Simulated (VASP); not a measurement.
Write the native input for VASP 6.6.1 that does the following.

```
Task                   : relaxation of cell and atoms
Functional             : revPBE
Dispersion             : D4
Potentials or basis    : VASP PAW PBE potentials, release 64 (Au)
Cutoff                 : 600 eV
k mesh                 : 11 × 11 × 11
Occupations            : fermi-dirac, width 0.05 eV
Spin                   : no spin polarisation
Dipole correction      : no
Further INCAR settings : ALGO = Normal; EDIFF = 1e-07; IBRION = 2; EDIFFG = -0.02; NSW = 80; ISIF = 3
```

The structure of Au lies in POSCAR:

```
Au
1.0
    0.0000000000      2.0350000000      2.0350000000
    2.0350000000      0.0000000000      2.0350000000
    2.0350000000      2.0350000000      0.0000000000
Au
1
Direct
    0.0000000000      0.0000000000      0.0000000000
```

These files were run (other wordings do the same):

INCAR

```
PREC = Accurate ; ENCUT = 600
EDIFF = 1E-7 ; ISMEAR = -1
SIGMA = 0.05 ; LREAL = F
LASPH = T ; NELM = 100
ALGO = Normal ; ISIF = 3
LWAVE = F ; LCHARG = F
GGA = RE ; IVDW = 13
IBRION = 2 ; NSW = 80
EDIFFG = -0.02
```

KPOINTS

```
regular mesh
0
Gamma
  11 11 11
```

Potentials or basis: VASP PAW PBE potentials, release 64 (Au).

The run is started by

```bash
$ cat potpaw_PBE.64/Au/POTCAR > POTCAR
$ mpirun -np 1 vasp_std > vasp.out
```

Results of the run:

The relaxed volume is 17.17 Å³/atom. The relaxed cell is a = 2.896 Å, b = 2.896 Å, c = 2.896 Å, α = 60.00°, β = 60.00°, γ = 60.00°. The space group after relaxing (to 0.05 Å) is Fm-3m (No. 225). The energy gained by relaxing is 3.0 meV/atom, the ionic steps are 3 and the pressure after relaxing is 0.0 GPa. The dispersion energy per atom is -1.111 eV.

Caveat: the PAW data sets were made with another functional, which shifts forces and pressure a little; pairwise dispersion overbinds metals, which lowers pressure and volume.

Run time: 12 s on 1 thread of Intel(R) Xeon(R) 6975P-C (Granite Rapids), with other jobs on the host, peak memory 0.15 GiB.
